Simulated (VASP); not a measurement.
Write the native input for VASP 6.6.1 that does the following.

- Task: single point
- Functional: PBE
- Potentials or basis: VASP PAW PBE potentials, release 64 (Ba_sv, Ti_sv, O_h)
- Cutoff: 1340 eV
- k mesh: 6 × 6 × 6
- Occupations: gaussian, width 0.05 eV
- Spin: no spin polarisation
- Hubbard terms: Ti d U = 4.0 eV
- Dipole correction: no
- Further INCAR settings: ALGO = Normal; EDIFF = 1e-06; NBANDS = 28

The structure of BaTiO3 lies in POSCAR:

```
BaTiO3
1.0
    4.0082194557      0.0000000000      0.0000000000
    0.0000000000      2.8732814668      2.8859183815
    0.0000000000     -2.8732814668      2.8859183815
Ba Ti O
1 1 3
Direct
    0.0000000000      0.0080771855      0.0080771855
    0.5000000000      0.5197092867      0.5197092867
    0.0000000000      0.4916268346      0.4916268346
    0.5000000000      0.4938075389      0.9829991543
    0.5000000000      0.9829991543      0.4938075389
```

These files were run (other wordings do the same):

INCAR

```
ALGO = Normal
EDIFF = 1E-6
ENCUT = 1340
GGA = PE
GGA_COMPAT = False
ISIF = 2
ISMEAR = 0
LASPH = True
LCHARG = False
LDAU = True
LDAUJ = 0 0 0
LDAUL = -1 2 -1
LDAUPRINT = 1
LDAUTYPE = 2
LDAUU = 0 4 0
LMAXMIX = 4
LREAL = False
LWAVE = False
NBANDS = 28
NELM = 200
PREC = Accurate
SIGMA = 0.05
```

KPOINTS

```
k-points
0
Gamma
  6 6 6
```

Potentials or basis: VASP PAW PBE potentials, release 64 (Ba_sv, Ti_sv, O_h).

The run is started by

```console
$ cat potpaw_PBE.64/Ba_sv/POTCAR potpaw_PBE.64/Ti_sv/POTCAR potpaw_PBE.64/O_h/POTCAR > POTCAR
$ mpirun -np 1 vasp_std > vasp.out
```

It gave:

```json
{
 "Pressure": "3.3 GPa",
 "Largest force": "0.556 eV/Å",
 "Band gap on the k mesh": "2.50 eV (least direct gap 2.92 eV)"
}
```

Caveat: the cell stands under pressure; spin-orbit coupling is left out, which moves the levels of the heavy elements.

It took 4.5 min on 1 thread of Intel(R) Xeon(R) Platinum 8488C (Sapphire Rapids) (shared host), peak memory 0.61 GiB.
